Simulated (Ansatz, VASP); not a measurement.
# Two plane-wave programs on LiF

```
Li F
1.0
     2.41888    0.00000    0.00000
     0.00000    2.51626    0.00000
     0.00000    0.00000    2.51626
Li F
1 1
Cartesian
  0.0000 0.0000 0.0000
  1.2094 1.2581 1.2581
```

Change from the starting cell: uniaxial_x strain -3.9%.

Alike in both runs: task single point; functional PBE; k mesh 10 × 10 × 10; occupations fermi-dirac, width 0.02 eV; no spin polarisation.

```csv
,VASP,Ansatz
version,VASP 6.6.1,Ansatz 0.2.0
potentials or method,"VASP PAW PBE potentials, release 64 (Li_sv, F)","plane waves, PAW"
plane-wave cutoff (eV),520,420
valence electrons in the cell,10,10
```

VASP gave:

```
gap on the k mesh at the Fermi level (eV) : 8.07
```

Task: What did Ansatz give for the same quantities?

Result: gap on the k mesh at the Fermi level (eV): 8.05.

Noted on VASP's run: the cutoff is short for stress, so the pressure is rough.
